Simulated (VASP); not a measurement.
A run of VASP 6.6.1 is set up as follows.

The input INCAR:

```
SYSTEM = SiC
AGGAC = 0.0
ALDAC = 0.0
ALGO = Normal
EDIFF = 1E-6
ENCUT = 520
GGA = PE
ISIF = 2
ISMEAR = -1
LASPH = .True.
LCHARG = .True.
LELF = .True.
LREAL = .False.
LVHAR = .True.
LWAVE = .False.
NBANDS = 36
NELM = 100
PREC = Accurate
SIGMA = 0.05
```

File KPOINTS:

```
k-points
0
Gamma
  10 10 2
  0 0 0
```

POSCAR

```
SiC
1.0
    3.0742275620      0.0000000000      0.0000000000
   -1.5371137810      2.6623591657      0.0000000000
    0.0000000000      0.0000000000     15.0681848517
Si C
6 6
Direct
    0.6666666667      0.3333333333      0.4583000000
    0.3333333333      0.6666666667      0.9583000000
    0.6666666667      0.3333333333      0.7917000000
    0.3333333333      0.6666666667      0.2917000000
    0.0000000000      0.0000000000      0.6250000000
    0.0000000000      0.0000000000      0.1250000000
    0.6666666667      0.3333333333      0.3333000000
    0.3333333333      0.6666666667      0.8333000000
    0.6666666667      0.3333333333      0.6667000000
    0.3333333333      0.6666666667      0.1667000000
    0.0000000000      0.0000000000      0.5000000000
    0.0000000000      0.0000000000      0.0000000000
```

Potentials or basis: VASP PAW PBE potentials, release 64 (Si, C).

Run with:

```console
$ cat potpaw_PBE.64/Si/POTCAR potpaw_PBE.64/C/POTCAR > POTCAR
$ mpirun -np 1 vasp_std > vasp.out
```

(1) Predict the pressure.

(2) Predict the band gap on the k mesh.

Answers

(1) 21.7 GPa.

(2) 2.33 eV, indirect (least direct gap 3.42 eV).
